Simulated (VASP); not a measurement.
A run of VASP 6.6.1 is set up as follows.

INCAR

```
  ALGO = Normal
  EDIFF = 1E-7
  ENCUT = 520
  GGA = PE
  ISIF = 2
  ISMEAR = 0
  LASPH = True
  LCHARG = True
  LELF = True
  LREAL = False
  LVHAR = True
  LWAVE = False
  NBANDS = 11
  NELM = 100
  PREC = Accurate
  SIGMA = 0.15
```

Contents of KPOINTS:

```
k-points
0
Gamma
  26 26 26
```

File POSCAR:

```
Pt
1.0
    0.0446637387      1.9850550540      1.9850550540
    1.9850550540      0.0446637387      1.9850550540
    2.0297187927      2.0297187927      0.0000000000
Pt
1
Direct
    0.0000000000      0.0000000000      0.0000000000
```

Potentials or basis: VASP PAW PBE potentials, release 64 (Pt).

Run with:

```sh
$ cat potpaw_PBE.64/Pt/POTCAR > POTCAR
$ mpirun -np 1 vasp_std > vasp.out
```

Task: What does it give for the pressure?

Result: 0.1 GPa.

Task: Predict the band gap on the k mesh.

Result: Zero (band 5 reaches 11.09 eV, above the bottom of band 6 at 8.90 eV).

Stress tensor (GPa, compression positive):
```
 0.65 -3.11  0.00
-3.11  0.65  0.00
 0.00  0.00 -0.97
```

Caveat: the cell differs from its parent crystal (strain +0.0450 x Voigt [0, 0, 0, 0, 0, 1]); spin-orbit coupling is left out, which moves the levels of the heavy elements.
